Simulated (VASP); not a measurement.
Here is a VASP 6.6.1 calculation.

INCAR

```
PREC = Accurate ; ENCUT = 500
EDIFF = 1E-6 ; ISMEAR = 0
SIGMA = 0.15 ; LREAL = False
LASPH = True ; NELM = 120
ALGO = Normal ; ISIF = 2
LWAVE = False ; LCHARG = False
GGA = PE ; NBANDS = 16
GGA_COMPAT = False
```

KPOINTS

```
Automatic mesh
0
Gamma
  12 12 12
```

File POSCAR:

```
GaSb
1.0
    0.0000000000      2.8791833464      3.2207892695
    3.2207892695      0.0000000000      3.2207892695
    3.2207892695      2.8791833464      0.0000000000
Ga Sb
1 1
Direct
    0.0000000000      0.0000000000      0.0000000000
    0.7500000000      0.7500000000      0.7500000000
```

Potentials or basis: VASP PAW PBE potentials, release 64 (Ga_d, Sb).

The run is started by

```bash
$ cat potpaw_PBE.64/Ga_d/POTCAR potpaw_PBE.64/Sb/POTCAR > POTCAR
$ mpirun -np 1 vasp_std > vasp.out
```

Estimate the pressure.

0.1 GPa.

What does it give for the band gap on the k mesh?

0.13 eV, indirect (least direct gap 0.53 eV).

Stress tensor (GPa, compression positive):
```
-1.09  0.00  0.00
 0.00  2.58  0.00
 0.00  0.00 -1.09
```

Caveat: the cell differs from its parent crystal (strain +e along x and -e along y +0.0000, strain +e along z and -e/2 along x and y -0.0733); spin-orbit coupling is left out, which moves the levels of the heavy elements. A k mesh can miss the band edges.
